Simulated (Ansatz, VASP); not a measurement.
Two plane-wave programs on ZnSe

```
Zn Se
1.0
     0.00000    3.07849    2.40122
     3.07849    0.00000    2.40122
     3.07849    3.07849    0.00000
Zn Se
1 1
Direct
  0.00000 0.00000 0.00000
  0.75000 0.75000 0.75000
```

Alike in both runs: task single point; functional LDA; k mesh 10 × 10 × 10; occupations gaussian, width 0.05 eV; no spin polarisation.

|  | VASP | Ansatz |
| --- | --- | --- |
| version | VASP 6.6.1 | Ansatz 0.2.0 |
| potentials or method | VASP PAW LDA potentials, release 64 (Zn, Se), cutoff 520 eV | scalar-relativistic, plane waves, PAW |
| valence electrons in the cell | 18 | 28 |

```tsv
	VASP	Ansatz	Ansatz less VASP
gap on the k mesh at the Fermi level (eV)	0.51	0.48	-0.036
least direct gap on the mesh (eV)	0.51	0.48	-0.036
pressure (GPa)	-4.4	-4.6	-0.27
traceless stress, the component that is largest in VASP (GPa)	4.32	4.38	+0.057
```

LDA's correlation is that of Perdew and Zunger in VASP and of Perdew and Wang (1992) in Ansatz. VASP's potentials hold 18 valence electrons a cell and Ansatz's 28, so a difference there can come from the potentials and not from the codes.
